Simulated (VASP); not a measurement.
# SiC in VASP: further runs, part 2 of 2

VASP 6.6.1. Earlier steps stand in the parts before.

## Step 3: Single point, PBE, collinear spin

This run uses another cell than the first one.

Input file INCAR:

```
  ALGO = Normal
  EDIFF = 1E-6
  ENCUT = 520
  GGA = PE
  ISIF = 2
  ISMEAR = 0
  ISPIN = 2
  LASPH = True
  LCHARG = True
  LELF = True
  LORBIT = 11
  LREAL = False
  LVHAR = True
  LWAVE = False
  MAGMOM = 0.3 0.3 0.3 0.3 0.3 0.3 0.3 0.3
  NBANDS = 30
  NELM = 150
  PREC = Accurate
  SIGMA = 0.05
```

Input file KPOINTS:

```
k-points
0
Gamma
  1 1 8
```

Input file POSCAR:

```
SiC
1.0
   12.3000000000      0.0000000000      0.0000000000
    0.0000000000     13.7000000000      0.0000000000
    0.0000000000      0.0000000000      4.3797351773
Si C
4 4
Direct
    0.6335285115      0.5000000000      0.0000000000
    0.4554904962      0.5000000000      0.5000000000
    0.4554904962      0.3401556505      0.0000000000
    0.4554904962      0.6598443495      0.0000000000
    0.3664714885      0.5799221748      0.7500000000
    0.3664714885      0.4200778252      0.2500000000
    0.5445095038      0.5799221748      0.2500000000
    0.5445095038      0.4200778252      0.7500000000
```

Potentials or basis: VASP PAW PBE potentials, release 64 (Si, C).

On the command line:

```bash
$ cat potpaw_PBE.64/Si/POTCAR potpaw_PBE.64/C/POTCAR > POTCAR
$ mpirun -np 1 vasp_std > vasp.out
```

OUTCAR:

```text
EDIFF = 1E-6
   ENCUT = 520
   GGA = PE
   ISIF = 2
   ISMEAR = 0
   ISPIN = 2
   LASPH = True
   LORBIT = 11
   LREAL = False
   NELM = 150
   PREC = Accurate

 ion  position               nearest neighbor table
   1  0.634  0.500  0.000-   7 1.90   8 1.90   3 3.10   4 3.10   2 3.10   2 3.10
   2  0.455  0.500  0.500-   7 1.90   8 1.90   5 1.90   6 1.90   3 3.10   4 3.10   3 3.10   4 3.10
                             1 3.10   1 3.10
   3  0.455  0.340  0.000-   8 1.90   6 1.90   1 3.10   2 3.10   2 3.10
   4  0.455  0.660  0.000-   7 1.90   5 1.90   1 3.10   2 3.10   2 3.10
   5  0.366  0.580  0.750-   4 1.90   2 1.90
   6  0.366  0.420  0.250-   3 1.90   2 1.90
   7  0.545  0.580  0.250-   4 1.90   2 1.90   1 1.90
   8  0.545  0.420  0.750-   3 1.90   2 1.90   1 1.90

  LATTYP: Found a simple orthorhombic cell.
[... 522 lines left out ...]
  Total       -5.4333216     -6.7234922     -7.2534983      0.0000000     -3.1828788      0.0000000
  in kB      -11.7951227    -14.5959363    -15.7465191      0.0000000     -6.9096676      0.0000000
  external PRESSURE =     -14.0458594 kB  Pullay stress =       0.0000000 kB

 VOLUME and BASIS-vectors are now :
 -----------------------------------------------------------------------------
  energy-cutoff  :      520.00
  volume of cell :      738.03
      direct lattice vectors                 reciprocal lattice vectors
    12.300000000  0.000000000  0.000000000     0.081300813  0.000000000  0.000000000
     0.000000000 13.700000000  0.000000000     0.000000000  0.072992701  0.000000000
     0.000000000  0.000000000  4.379735177     0.000000000  0.000000000  0.228324307

 POSITION                                       TOTAL-FORCE (eV/Angst)
 -----------------------------------------------------------------------------------
      7.79240      6.85000      0.00000        -0.416080      0.000000      0.000000
      5.60253      6.85000      2.18987        -0.091923      0.000000      0.000000
      5.60253      4.66013      0.00000        -0.506787      1.521211      0.546335
      5.60253      9.03987      0.00000        -0.506787     -1.521211     -0.546335
      4.50760      7.94493      3.28480         1.402956      0.459484      1.127417
      4.50760      5.75507      1.09493         1.402956     -0.459484     -1.127417
      6.69747      7.94493      1.09493        -0.642166     -0.477302     -1.488779
      6.69747      5.75507      3.28480        -0.642166      0.477302      1.488779
 -----------------------------------------------------------------------------------
    total drift:                                0.000046     -0.000000     -0.000000

  FREE ENERGIE OF THE ION-ELECTRON SYSTEM (eV)
  ---------------------------------------------------
  free  energy   TOTEN  =       -43.8818195702 eV

  energy  without entropy=      -43.8818187139  energy(sigma->0) =      -43.88181914

 total charge

# of ion       s       p       d       tot
------------------------------------------
    1        0.845   0.731   0.000   1.576
    2        0.715   0.919   0.000   1.634
    3        0.834   0.750   0.000   1.584
    4        0.834   0.750   0.000   1.584
    5        0.953   1.271   0.000   2.225
    6        0.953   1.271   0.000   2.225
    7        0.901   1.465   0.000   2.366
    8        0.901   1.465   0.000   2.366
--------------------------------------------------
tot          6.936   8.622   0.000  15.559

 magnetization (x)

# of ion       s       p       d       tot
------------------------------------------
    1        0.000  -0.000   0.000  -0.000
    2        0.000   0.000   0.000   0.000
    3       -0.000  -0.000   0.000  -0.000
    4       -0.000  -0.000   0.000  -0.000
    5        0.000   0.000   0.000   0.000
    6        0.000   0.000   0.000   0.000
    7       -0.000   0.000   0.000   0.000
    8       -0.000   0.000   0.000   0.000
--------------------------------------------------
tot          0.000   0.000   0.000   0.000
```

stdout:

```text
POSCAR found type information on POSCAR SiC
 POSCAR found :  2 types and       8 ions
 scaLAPACK will be used
 LDA part: xc-table for (Slater+PW92), standard interpolation
 POSCAR, INCAR and KPOINTS ok, starting setup
 FFT: planning ... GRIDC
 FFT: planning ... GRID_SOFT
 FFT: planning ... GRID
 WAVECAR not read
 entering main loop
```

Run time: 6.2 min. Hardware: 1 thread of Intel Xeon Platinum 8488C (Sapphire Rapids), shared host; peak memory 1.1 GiB.

Results:

* Free energy: -43.8818 eV
* Largest force: 1.858 eV/Å
* Band gap on the k mesh: 0.31 eV (least direct gap 0.33 eV)
* Net moment: 0.00 μB per cell
* Valence electrons inside the program's atomic spheres: Si 1.58, 1.63 (each value once); C 2.23, 2.37 (each value once)

Forces in eV/Å, atoms in the order of the input:
```
Si  -0.416  0.000  0.000
Si  -0.092  0.000  0.000
Si  -0.507  1.521  0.546
Si  -0.507 -1.521 -0.546
C    1.403  0.459  1.127
C    1.403 -0.459 -1.127
C   -0.642 -0.477 -1.489
C   -0.642  0.477  1.489
```

Caveat: semilocal functionals underestimate gaps, and a narrow one can read as zero.
